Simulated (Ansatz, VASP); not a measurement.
**SiC2 in VASP and in Ansatz**

```
Si C
1.0
     3.22780    0.00000    0.00000
    -1.61390    2.79536    0.00000
     0.00000    0.00000   13.72054
Si C
2 4
Direct
  0.33333 0.66667 0.50000
  0.66667 0.33333 0.50000
  0.33333 0.66667 0.83409
  0.33333 0.66667 0.16591
  0.66667 0.33333 0.83409
  0.66667 0.33333 0.16591
```

Alike in both runs: task relaxation of cell and atoms; functional PBE; k mesh 6 × 6 × 2; occupations gaussian, width 0.1 eV; no spin polarisation.

|  | VASP | Ansatz |
| --- | --- | --- |
| version | VASP 6.6.1 | Ansatz 0.2.0 |
| potentials or method | VASP PAW PBE potentials, release 64 (Si, C_h), cutoff 910 eV | scalar-relativistic, plane waves, PAW |
| valence electrons in the cell | 24 | 24 |

Ansatz gave:

- gap on the k mesh at the Fermi level, each at its own relaxed structure (eV): none
- relaxed volume (Å³/atom): 20.51
- relaxed cell length with the largest relative difference (Å): 13.499

Which values does VASP return?

gap on the k mesh at the Fermi level, each at its own relaxed structure (eV): none; relaxed volume (Å³/atom): 20.80; relaxed cell length with the largest relative difference (Å): 13.708.

A gap of «none» marks a metal or a gap that the smearing closes.

The k mesh is coarse, so the values compare programs but aren't converged. Noted on VASP's run: the cutoff is short for stress, so the pressure is rough.
